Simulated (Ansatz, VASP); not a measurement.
# One calculation of Ge, two programs

Contents of INCAR:

```
SYSTEM = Ge
PREC     = Accurate       ! precision mode
ENCUT    = 600            ! plane-wave cutoff, eV
EDIFF    = 1E-6           ! SCF threshold, eV
ISMEAR   = 0              ! smearing method
SIGMA    = 0.1            ! smearing width, eV
LREAL    = .False.        ! projectors in reciprocal space
LASPH    = .True.         ! aspherical terms in the spheres
NELM     = 80             ! most SCF steps
ALGO     = Fast           ! electronic algorithm
ISIF     = 3              ! what is computed and relaxed
LWAVE    = .False.        ! write WAVECAR
LCHARG   = .False.        ! write CHGCAR
GGA      = PS             ! functional
IBRION   = 2              ! ionic algorithm
NSW      = 70             ! ionic steps
EDIFFG   = -0.005         ! ionic threshold
```

KPOINTS

```
Automatic mesh
0
Gamma
  12 12 6
  0 0 0
```

File POSCAR:

```
Ge
1.0
    4.0581567173      0.0000000000      0.0000000000
   -2.0290783587      3.5144668097      0.0000000000
    0.0000000000      0.0000000000      6.6925282050
Ge
4
Direct
    0.6666666667      0.3333333333      0.0627911822
    0.3333333333      0.6666666667      0.5627911822
    0.6666666667      0.3333333333      0.4372088178
    0.3333333333      0.6666666667      0.9372088178
```

Input for Ansatz:

```yaml
crystal:
  lattice:
    - [4.0581567173, 0.0, 0.0]
    - [-2.0290783587, 3.5144668097, 0.0]
    - [0.0, 0.0, 6.692528205]
  atoms:
    - { symbol: Ge, position: [0.6666666667, 0.3333333333, 0.0627911822] }
    - { symbol: Ge, position: [0.3333333333, 0.6666666667, 0.5627911822] }
    - { symbol: Ge, position: [0.6666666667, 0.3333333333, 0.4372088178] }
    - { symbol: Ge, position: [0.3333333333, 0.6666666667, 0.9372088178] }
basis:
  ecutwfc: 420
kpoints:
  mp_grid: { grid: [12, 12, 6] }
hamiltonian:
  xc: pbesol
scf:
  occupations: { method: gaussian, width: 0.1 }
output:
  forces: true
  stress: true
  eigenvalues: true
  write_density: true
  write_potential: true
  elf: true
  volumetric_format: npy
relax:
  adjacent_minimum: "off"
  f_tol: 0.005
  max_steps: 50
  cell: { stress_tol: 0.05 }
```

Alike in both runs: task relaxation of cell and atoms; functional PBEsol; k mesh 12 × 12 × 6; occupations gaussian, width 0.1 eV; no spin polarisation.

|  | VASP | Ansatz |
| --- | --- | --- |
| version | VASP 6.6.1 | Ansatz 0.2.0 |
| potentials or method | VASP PAW PBE potentials, release 64 (Ge_d), cutoff 600 eV | scalar-relativistic, plane waves, PAW |
| valence electrons in the cell | 56 | 56 |

|  | VASP | Ansatz | Ansatz less VASP |
| --- | --- | --- | --- |
| gap on the k mesh at the Fermi level, each at its own relaxed structure (eV) | none | none | - |
| relaxed volume (Å³/atom) | 22.78 | 22.81 | +0.025 |
| relaxed length of the cell vector where the two differ most in proportion (Å) | 6.589 | 6.596 | +0.0066 |

VASP's potentials were made for PBE, not for PBEsol. A gap of «none» marks a metal or a gap that the smearing closes.
